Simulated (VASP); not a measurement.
Input of a VASP 6.6.1 run:

File INCAR:

```
SYSTEM = NbH
ALGO = Normal ; EDIFF = 1E-6
ENCUT = 500 ; GGA = PS
GGA_COMPAT = .FALSE. ; ISIF = 2
ISMEAR = 1 ; LASPH = .TRUE.
LCHARG = .FALSE. ; LREAL = .FALSE.
LWAVE = .FALSE. ; NBANDS = 14
NELM = 120 ; PREC = Accurate
SIGMA = 0.1
```

The input KPOINTS:

```
k-points
0
G
  10 10 10
  0 0 0
```

File POSCAR:

```
NbH
1.0
   -1.6069640000      1.6069640000      1.9843010000
    1.6069640000     -1.6069640000      1.9843010000
    1.6069640000      1.6069640000     -1.9843010000
Nb H
1 1
Direct
    0.0000000000      0.0000000000      0.0000000000
    0.5000000000      0.5000000000      0.0000000000
```

Potentials or basis: VASP PAW PBE potentials, release 64 (Nb_sv, H).

Command:

```console
$ cat potpaw_PBE.64/Nb_sv/POTCAR potpaw_PBE.64/H/POTCAR > POTCAR
$ mpirun -np 1 vasp_std > vasp.out
```

(1) Estimate the pressure.

(2) Estimate the band gap on the k mesh.

Answers

(1) -8.3 GPa.

(2) zero (band 7 reaches 14.55 eV, above the bottom of band 8 at 10.55 eV).

Caveat: the PAW data sets were made with another functional, which shifts forces and pressure a little.
